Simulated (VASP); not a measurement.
# Zr (Im-3m) in VASP: notebook

The runs below take Zr through electric field gradients, with LDA.

All numbers are computed with VASP 6.6.1; they aren't measurements. Logs are shortened: lines on timing, memory, paths and dates and some standing lists are left out, and cuts for length are marked.

### 1 The cell of the first run

Symmetry: Im-3m, No. 229, cubic system. Conventional cell: a = 3.608 Å, b = 3.608 Å, c = 3.608 Å, α = 90.00°, β = 90.00°, γ = 90.00°. Within 4.1 Å of Zr (site symmetry m-3m) lie 14 Zr at 3.12 to 3.61 Å.

### 2 Electric field gradients, LDA (volume scaled by 0.99)

Input file INCAR:

```
ALGO = Normal ; EDIFF = 1E-8
ENCUT = 520 ; ISIF = 2
ISMEAR = -1 ; LASPH = T
LCHARG = F ; LEFG = T
LREAL = F ; LWAVE = F
NBANDS = 12 ; NELM = 80
PREC = Accurate ; SIGMA = 0.03
```

Input file KPOINTS:

```
k-points
0
Gamma
  16 16 16
```

Input file POSCAR:

```
Zr
1.0
   -1.8039464431      1.8039464431      1.8039464431
    1.8039464431     -1.8039464431      1.8039464431
    1.8039464431      1.8039464431     -1.8039464431
Zr
1
Direct
    0.0000000000      0.0000000000      0.0000000000
```

Potentials or basis: VASP PAW LDA potentials, release 64 (Zr_sv).

Command:

```sh
$ cat potpaw_LDA.64/Zr_sv/POTCAR > POTCAR
$ mpirun -np 1 vasp_std > vasp.out
```

OUTCAR:

```text
EDIFF = 1E-8
   ENCUT = 520
   ISIF = 2
   ISMEAR = -1
   LASPH = T
   LREAL = F
   NELM = 80
   PREC = Accurate

 ion  position               nearest neighbor table
   1  0.000  0.000  0.000-

  LATTYP: Found a body centered cubic cell.
 ALAT       =     3.6078928862

  Lattice vectors:

 A1 = (  -1.8039464431,   1.8039464431,   1.8039464431)
 A2 = (   1.8039464431,  -1.8039464431,   1.8039464431)
 A3 = (   1.8039464431,   1.8039464431,  -1.8039464431)

Analysis of symmetry for initial positions (statically):
=====================================================================
 Subroutine PRICEL returns:
 Original cell was already a primitive cell.

 Routine SETGRP: Setting up the symmetry group for a
 body centered cubic supercell.

 Subroutine GETGRP returns: Found 48 space group operations
 (whereof 48 operations were pure point group operations)
 out of a pool of 48 trial point group operations.

The static configuration has the point symmetry O_h .

Analysis of symmetry for dynamics (positions and initial velocities):
=====================================================================
 Subroutine PRICEL returns:
 Original cell was already a primitive cell.

 Routine SETGRP: Setting up the symmetry group for a
 body centered cubic supercell.

 Subroutine GETGRP returns: Found 48 space group operations
 (whereof 48 operations were pure point group operations)
 out of a pool of 48 trial point group operations.

The dynamic configuration has the point symmetry O_h .

 Subroutine INISYM returns: Found 48 space group operations
 (whereof 48 operations are pure point group operations),
 and found     1 'primitive' translations

----------------------------------------------------------------------------------------

                                     Primitive cell

  volume of cell :      23.4818

  direct lattice vectors                    reciprocal lattice vectors
    -1.803946443  1.803946443  1.803946443     0.000000000  0.277170091  0.277170091
     1.803946443 -1.803946443  1.803946443     0.277170091  0.000000000  0.277170091
     1.803946443  1.803946443 -1.803946443     0.277170091  0.277170091  0.000000000

  length of vectors
     3.124526894  3.124526894  3.124526894     0.391977702  0.391977702  0.391977702

  position of ions in fractional coordinates (direct lattice)
     0.000000000  0.000000000  0.000000000

  ion indices of the primitive-cell ions
   primitive index   ion index
                 1           1

----------------------------------------------------------------------------------------

 KPOINTS: k-points

Automatic generation of k-mesh.
 Grid dimensions read from file:
 generate k-points for:   16   16   16

 Generating k-lattice:

  Cartesian coordinates                     Fractional coordinates (reciprocal lattice)
     0.000000000  0.017323131  0.017323131     0.062500000  0.000000000  0.000000000
     0.017323131  0.000000000  0.017323131     0.000000000  0.062500000  0.000000000
     0.017323131  0.017323131  0.000000000     0.000000000  0.000000000  0.062500000

  Length of vectors
     0.024498606  0.024498606  0.024498606

  Shift w.r.t. Gamma in fractional coordinates (k-lattice)
     0.000000000  0.000000000  0.000000000

 Subroutine IBZKPT returns following result:
 ===========================================

 Found    145 irreducible k-points:

 Following reciprocal coordinates:
            Coordinates               Weight
  0.000000  0.000000  0.000000      1.000000
  0.062500  0.000000  0.000000     12.000000
  0.125000  0.000000  0.000000     12.000000
  0.187500  0.000000  0.000000     12.000000
  0.250000  0.000000  0.000000     12.000000
  0.312500  0.000000  0.000000     12.000000
[... 16 lines left out ...]
  0.187500  0.187500  0.000000     24.000000
  0.250000  0.187500  0.000000     48.000000
 [... further k-points ...]
   k-points           NKPTS =    145   k-points in BZ     NKDIM =    145   number of bands    NBANDS=     12
   number of dos      NEDOS =    301   number of ions     NIONS =      1
   total plane-waves  NPLWV =  13824
   dimension x,y,z NGX =    24 NGY =   24 NGZ =   24
   dimension x,y,z NGXF=    48 NGYF=   48 NGZF=   48
   ions per type =               1
   NGX,Y,Z   is equivalent  to a cutoff of  12.77, 12.77, 12.77 a.u.
   NGXF,Y,Z  is equivalent  to a cutoff of  25.54, 25.54, 25.54 a.u.
 SYSTEM =  unknown system
   PREC   = accura    normal or accurate (medium, high low for compatibility)
   ISTART =      0    job   : 0-new  1-cont  2-samecut
   ICHARG =      2    charge: 1-file 2-atom 10-const
   ISPIN  =      1    spin polarized calculation?
   LNONCOLLINEAR =      F non collinear calculations
   LSORBIT =      F    spin-orbit coupling
   LASPH  =      T    aspherical Exc in radial PAW
   ENCUT  =  520.0 eV  38.22 Ry    6.18 a.u.   5.81  5.81  5.81*2*pi/ulx,y,z
   NELM   =     80;   NELMIN=  2; NELMDL= -5     # of ELM steps
   EDIFF  = 0.1E-07   stopping-criterion for ELM
   LREAL  =      F    real-space projection
   EDIFFG = 0.1E-06   stopping-criterion for IOM
   NSW    =      0    number of steps for IOM
   IBRION =     -1    ionic relax: 0-MD 1-quasi-New 2-CG
   NFREE  =      0    steps in history (QN), initial steepest desc. (CG)
   ISIF   =      2    stress and relaxation
   ISYM   =      2    0-nonsym 1-usesym 2-fastsym
   POTIM  = 0.5000    time-step for ionic-motion
   TEBEG  =    0.0;   TEEND  =   0.0 temperature during run
   PSTRESS=    0.0 pullay stress
   NELECT =      12.0000    total number of electrons
   NUPDOWN=      -1.0000    fix difference up-down
   EMIN   =  10.00;   EMAX   =-10.00  energy-range for DOS
   EFERMI =   0.00;   METHOD = LEGACY
   ISMEAR =    -1;   SIGMA  =   0.03  broadening in eV -4-tet -1-fermi 0-gaus
   EFERMI_NEDOS =   21; number of points for ismear=-14 and -15
   IALGO  =     38    algorithm
   IMIX   =      4    mixing-type and parameters
     AMIX     =   0.40;   BMIX     =  1.00
     AMIX_MAG =   1.60;   BMIX_MAG =  1.00
  volume/ion in A,a.u.               =      23.48       158.46
  Fermi-wavevector in a.u.,A,eV,Ry     =   1.308855  2.473378 23.308168  1.713102
  Thomas-Fermi vector in A             =   2.439494
   LORBIT       =      0    0 simple, 1 ext, 2 COOP (PROOUT), +10 PAW based schemes
   GGA     = CA    functional components
   LHFCALC =     F    Hartree Fock is set to
   AEXX    =    0.0000 exact exchange contribution
   IVDW    =     0    specifies the selected vdW correction
   LEPSILON=     F    determine dielectric tensor
   LRPA    =     F    only Hartree local field effects (RPA)
 non-spin polarized calculation
  energy-cutoff  :      520.00
  volume of cell :       23.48
 maximum number of plane-waves:       682
   NGX = 11   NGY = 11   NGZ = 11

 number of electron      12.0000000 magnetization

 Free energy of the ion-electron system (eV)
  ---------------------------------------------------
  ext. energy  EPLUGINS =         0.00000000
  ---------------------------------------------------
  free energy    TOTEN  =        -9.18065600 eV

  energy without entropy =       -9.17445573  energy(sigma->0) =       -9.17755586

 E-fermi :   8.4166     XC(G=0): -11.2503

 val. band max:        8.3880857053   @ k =  -0.4375  -0.4375   0.1250
 cond. band min:       8.4178508809   @ k =  -0.3750  -0.4375   0.0625
 fundamental gap:      0.0297651756
 Fermi energy:         8.4166064554

 k-point     1 :       0.0000    0.0000    0.0000
  band No.  band energies     occupation
      1     -39.8174      2.00000
      2     -17.4773      2.00000
      3     -17.4773      2.00000
      4     -17.4773      2.00000
      5       3.0858      2.00000
      6       9.4923      0.00000
      7       9.4923      0.00000
      8       9.4923      0.00000
      9      11.9565      0.00000
     10      11.9565      0.00000
     11      20.8196      0.00000
     12      20.8196      0.00000

 k-point     2 :       0.0625    0.0000    0.0000
  band No.  band energies     occupation
      1     -39.8118      2.00000
      2     -17.5164      2.00000
      3     -17.4893      2.00000
      4     -17.4776      2.00000
      5       3.2184      2.00000
      6       9.4048      0.00000
      7       9.4653      0.00000
      8       9.6202      0.00000
      9      11.8197      0.00000
     10      11.9556      0.00000
     11      20.9352      0.00000
     12      21.0578      0.00000
[... 316 lines left out ...]
 k-point    24 :       0.2500    0.1875    0.0000
  band No.  band energies     occupation
      1     -39.6850      2.00000
      2     -18.2272      2.00000
      3     -17.7860      2.00000
      4     -17.5595      2.00000
      5       6.2288      2.00000
      6       7.9184      2.00000
      7       8.4373      0.66812
      8      11.4555      0.00000
      9      12.5931      0.00000
     10      13.9828      0.00000
     11      19.3816      0.00000
     12      21.0349      0.00000

 [... further k-points ...]
[... 5 lines left out ...]
  --------------------------------------------------------------------------------------
  -------------------------------------------------------------------------------------
  Total       -1.2911176     -1.2911176     -1.2911176      0.0000000     -0.0000000      0.0000000
  in kB      -88.0938288    -88.0938288    -88.0938288      0.0000000     -0.0000000      0.0000000
  external PRESSURE =     -88.0938288 kB  Pullay stress =       0.0000000 kB

 VOLUME and BASIS-vectors are now :
 -----------------------------------------------------------------------------
  energy-cutoff  :      520.00
  volume of cell :       23.48
      direct lattice vectors                 reciprocal lattice vectors
    -1.803946443  1.803946443  1.803946443     0.000000000  0.277170091  0.277170091
     1.803946443 -1.803946443  1.803946443     0.277170091  0.000000000  0.277170091
     1.803946443  1.803946443 -1.803946443     0.277170091  0.277170091  0.000000000

 POSITION                                       TOTAL-FORCE (eV/Angst)
 -----------------------------------------------------------------------------------
      0.00000      0.00000      0.00000         0.000000     -0.000000     -0.000000
 -----------------------------------------------------------------------------------
    total drift:                                0.000000      0.000000      0.000000

  FREE ENERGIE OF THE ION-ELECTRON SYSTEM (eV)
  ---------------------------------------------------
  free  energy   TOTEN  =        -9.1806559960 eV

  energy  without entropy=       -9.1744557331  energy(sigma->0) =       -9.17755586

 Electric field gradients (V/A^2)
---------------------------------------------------------------------
 ion       V_xx      V_yy      V_zz      V_xy      V_xz      V_yz
---------------------------------------------------------------------
   1      -0.000     0.000    -0.000    -0.000    -0.000    -0.000
---------------------------------------------------------------------

 Electric field gradients after diagonalization (V/A^2)
 (convention: |V_zz| > |V_xx| > |V_yy|)
----------------------------------------------------------------------
 ion       V_xx      V_yy      V_zz     asymmetry (V_yy - V_xx)/ V_zz
----------------------------------------------------------------------
   1       0.000     0.000    -0.000       0.000
----------------------------------------------------------------------

           NMR quadrupolar parameters

 Cq : quadrupolar parameter    Cq=e*Q*V_zz/h
 eta: asymmetry parameters     (V_yy - V_xx)/ V_zz
 Q  : nuclear electric quadrupole moment in mb (millibarn)
----------------------------------------------------------------------
 ion       Cq(MHz)       eta       Q (mb)
----------------------------------------------------------------------
   1      -0.000       0.000       1.000
----------------------------------------------------------------------
```

Run time: 42 s. Hardware: 1 thread of Intel Xeon Platinum 8259CL at 2.50GHz (Skylake/Cascade Lake), shared host; peak memory 0.15 GiB.

Results:

- Free energy: -9.1807 eV
- Pressure: -8.8 GPa
- Band gap on the k mesh: zero (band 6 reaches 9.49 eV, above the bottom of band 7 at 7.69 eV)

Caveat: without QUAD_EFG the Cq values of the log hold for a quadrupole moment of 1 mb, not for the nuclei.

### 3 Electric field gradients, LDA (volume scaled by 0.99)

Input file INCAR:

```
  PREC = Accurate
  ENCUT = 520
  EDIFF = 1E-8
  ISMEAR = -1
  SIGMA = 0.03
  LREAL = False
  LASPH = True
  NELM = 100
  ALGO = Normal
  ISIF = 2
  LWAVE = False
  LCHARG = False
  GGA = CA
  LEFG = True
  NBANDS = 12
```

Input file KPOINTS:

```
regular mesh
0
Gamma
  16 16 16
```

POSCAR is that of step 2.

Potentials or basis: VASP PAW LDA potentials, release 64 (Zr_sv).

Command:

```sh
$ cat potpaw_LDA.64/Zr_sv/POTCAR > POTCAR
$ mpirun -np 1 vasp_std > vasp.out
```

OUTCAR:

```text
PREC = Accurate
   ENCUT = 520
   EDIFF = 1E-8
   ISMEAR = -1
   LREAL = False
   LASPH = True
   NELM = 100
   ISIF = 2
   GGA = CA

 ion  position               nearest neighbor table
   1  0.000  0.000  0.000-

  LATTYP: Found a body centered cubic cell.
 ALAT       =     3.6078928862

  Lattice vectors:

 A1 = (  -1.8039464431,   1.8039464431,   1.8039464431)
 A2 = (   1.8039464431,  -1.8039464431,   1.8039464431)
 A3 = (   1.8039464431,   1.8039464431,  -1.8039464431)

Analysis of symmetry for initial positions (statically):
=====================================================================
 Subroutine PRICEL returns:
 Original cell was already a primitive cell.

 Routine SETGRP: Setting up the symmetry group for a
 body centered cubic supercell.

 Subroutine GETGRP returns: Found 48 space group operations
 (whereof 48 operations were pure point group operations)
 out of a pool of 48 trial point group operations.

The static configuration has the point symmetry O_h .

Analysis of symmetry for dynamics (positions and initial velocities):
=====================================================================
 Subroutine PRICEL returns:
 Original cell was already a primitive cell.

 Routine SETGRP: Setting up the symmetry group for a
 body centered cubic supercell.

 Subroutine GETGRP returns: Found 48 space group operations
 (whereof 48 operations were pure point group operations)
 out of a pool of 48 trial point group operations.

The dynamic configuration has the point symmetry O_h .

 Subroutine INISYM returns: Found 48 space group operations
[... 150 lines left out ...]
  band No.  band energies     occupation
      1     -39.8174      2.00000
      2     -17.4773      2.00000
      3     -17.4773      2.00000
      4     -17.4773      2.00000
      5       3.0858      2.00000
      6       9.4923      0.00000
      7       9.4923      0.00000
      8       9.4923      0.00000
      9      11.9565      0.00000
     10      11.9565      0.00000
     11      20.8196      0.00000
     12      20.8196      0.00000
[... 331 lines left out ...]
 k-point    24 :       0.2500    0.1875    0.0000
  band No.  band energies     occupation
      1     -39.6850      2.00000
      2     -18.2272      2.00000
      3     -17.7860      2.00000
      4     -17.5595      2.00000
      5       6.2288      2.00000
      6       7.9184      2.00000
      7       8.4373      0.66812
      8      11.4555      0.00000
      9      12.5931      0.00000
     10      13.9828      0.00000
     11      19.3816      0.00000
     12      21.0349      0.00000

 [... further k-points ...]
[... 5 lines left out ...]
  --------------------------------------------------------------------------------------
  -------------------------------------------------------------------------------------
  Total       -1.2911176     -1.2911176     -1.2911176      0.0000000     -0.0000000      0.0000000
  in kB      -88.0938288    -88.0938288    -88.0938288      0.0000000     -0.0000000      0.0000000
  external PRESSURE =     -88.0938288 kB  Pullay stress =       0.0000000 kB

 VOLUME and BASIS-vectors are now :
 -----------------------------------------------------------------------------
  energy-cutoff  :      520.00
  volume of cell :       23.48
      direct lattice vectors                 reciprocal lattice vectors
    -1.803946443  1.803946443  1.803946443     0.000000000  0.277170091  0.277170091
     1.803946443 -1.803946443  1.803946443     0.277170091  0.000000000  0.277170091
     1.803946443  1.803946443 -1.803946443     0.277170091  0.277170091  0.000000000

 POSITION                                       TOTAL-FORCE (eV/Angst)
 -----------------------------------------------------------------------------------
      0.00000      0.00000      0.00000         0.000000     -0.000000     -0.000000
 -----------------------------------------------------------------------------------
    total drift:                                0.000000      0.000000      0.000000

  FREE ENERGIE OF THE ION-ELECTRON SYSTEM (eV)
  ---------------------------------------------------
  free  energy   TOTEN  =        -9.1806559960 eV

  energy  without entropy=       -9.1744557331  energy(sigma->0) =       -9.17755586

 Electric field gradients (V/A^2)
---------------------------------------------------------------------
 ion       V_xx      V_yy      V_zz      V_xy      V_xz      V_yz
---------------------------------------------------------------------
   1      -0.000     0.000    -0.000    -0.000    -0.000    -0.000
---------------------------------------------------------------------

 Electric field gradients after diagonalization (V/A^2)
 (convention: |V_zz| > |V_xx| > |V_yy|)
----------------------------------------------------------------------
 ion       V_xx      V_yy      V_zz     asymmetry (V_yy - V_xx)/ V_zz
----------------------------------------------------------------------
   1       0.000     0.000    -0.000       0.000
----------------------------------------------------------------------

           NMR quadrupolar parameters

 Cq : quadrupolar parameter    Cq=e*Q*V_zz/h
 eta: asymmetry parameters     (V_yy - V_xx)/ V_zz
 Q  : nuclear electric quadrupole moment in mb (millibarn)
----------------------------------------------------------------------
 ion       Cq(MHz)       eta       Q (mb)
----------------------------------------------------------------------
   1      -0.000       0.000       1.000
----------------------------------------------------------------------
```

OSZICAR:

```text
N       E                     dE             d eps       ncg     rms          rms(c)
DAV:   1     0.843297741588E+02    0.84330E+02   -0.68251E+03  3496   0.989E+02
DAV:   2    -0.654637233555E+01   -0.90876E+02   -0.88269E+02  4072   0.267E+02
DAV:   3    -0.948518583124E+01   -0.29388E+01   -0.28906E+01  5188   0.411E+01
DAV:   4    -0.954929947080E+01   -0.64114E-01   -0.64087E-01  3976   0.574E+00
DAV:   5    -0.955087774949E+01   -0.15783E-02   -0.15783E-02  5020   0.677E-01    0.101E+01
DAV:   6    -0.923753168319E+01    0.31335E+00   -0.39430E-01  3784   0.555E+00    0.394E+00
DAV:   7    -0.917962659393E+01    0.57905E-01   -0.17818E-01  4288   0.345E+00    0.625E-01
DAV:   8    -0.918065060877E+01   -0.10240E-02   -0.95343E-03  4092   0.111E+00    0.101E-01
DAV:   9    -0.918066219253E+01   -0.11584E-04   -0.30883E-04  4480   0.166E-01    0.187E-02
DAV:  10    -0.918065597541E+01    0.62171E-05   -0.19382E-05  4020   0.443E-02    0.109E-02
DAV:  11    -0.918065601912E+01   -0.43708E-07   -0.13570E-06  4044   0.112E-02    0.123E-03
DAV:  12    -0.918065599707E+01    0.22053E-07   -0.63146E-08  4848   0.233E-03    0.728E-04
DAV:  13    -0.918065599597E+01    0.10948E-08   -0.49524E-09  2328   0.663E-04
   1 F= -.91806560E+01 E0= -.91775559E+01  d E =-.620026E-02
```

Run time: 30 s. Hardware: 1 thread of Intel Xeon Platinum 8259CL at 2.50GHz (Skylake/Cascade Lake), shared host; peak memory 0.16 GiB.

What came out:

| Item | Value |
| --- | --- |
| Free energy | -9.1807 eV |
| Pressure | -8.8 GPa |
| Band gap on the k mesh | zero (band 6 reaches 9.49 eV, above the bottom of band 7 at 7.69 eV) |

Caveat: without QUAD_EFG the Cq values of the log hold for a quadrupole moment of 1 mb, not for the nuclei.
